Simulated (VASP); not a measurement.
Wanted: the native input for a VASP 6.6.1 run.

| Item | Value |
| --- | --- |
| Task | single point |
| Functional | PBE |
| Potentials or basis | VASP PAW PBE potentials, release 64 (Co, Si) |
| Cutoff | 520 eV |
| k mesh | 16 × 16 × 16 |
| Occupations | gaussian, width 0.15 eV |
| Spin | no spin polarisation |
| Dipole correction | no |
| Further INCAR settings | ALGO = Normal; EDIFF = 1e-07; NBANDS = 16 |

The structure of CoSi2 lies in POSCAR:

```
CoSi2
1.0
    0.0000000000      2.6397399719      2.6799390578
    2.6799390578      0.0000000000      2.6799390578
    2.6799390578      2.6397399719      0.0000000000
Co Si
1 2
Direct
    0.0000000000      0.0000000000      0.0000000000
    0.2500000000      0.2500000000      0.2500000000
    0.7500000000      0.7500000000      0.7500000000
```

This cell differs from its parent crystal: strain -0.0150 x Voigt [0, 1, 0, 0, 0, 0].

One way to write it, as run:

INCAR

```
SYSTEM = CoSi2
PREC     = Accurate       ! precision mode
ENCUT    = 520            ! plane-wave cutoff, eV
EDIFF    = 1E-7           ! SCF threshold, eV
ISMEAR   = 0              ! smearing method
SIGMA    = 0.15           ! smearing width, eV
LREAL    = .False.        ! projectors in reciprocal space
LASPH    = .True.         ! aspherical terms in the spheres
NELM     = 80             ! most SCF steps
ALGO     = Normal         ! electronic algorithm
ISIF     = 2              ! what is computed and relaxed
LWAVE    = .False.        ! write WAVECAR
LCHARG   = .False.        ! write CHGCAR
GGA      = PE             ! functional
NBANDS   = 16             ! bands
```

KPOINTS

```
regular mesh
0
Gamma
  16 16 16
  0 0 0
```

Potentials or basis: VASP PAW PBE potentials, release 64 (Co, Si).

Command:

```sh
$ cat potpaw_PBE.64/Co/POTCAR potpaw_PBE.64/Si/POTCAR > POTCAR
$ mpirun -np 1 vasp_std > vasp.out
```

Results of the run:

The pressure is 2.7 GPa and the band gap on the k mesh is zero (an odd number of electrons rules out a gap without spin polarisation).

Caveat: the cell differs from its parent crystal (strain -0.0150 x Voigt [0, 1, 0, 0, 0, 0]); an odd number of electrons without spin polarisation forces a metal; a magnetic or distorted state may lie lower.

It took 90 s on 1 thread of Intel(R) Xeon(R) 6975P-C (Granite Rapids), with other jobs on the host, peak memory 0.32 GiB.
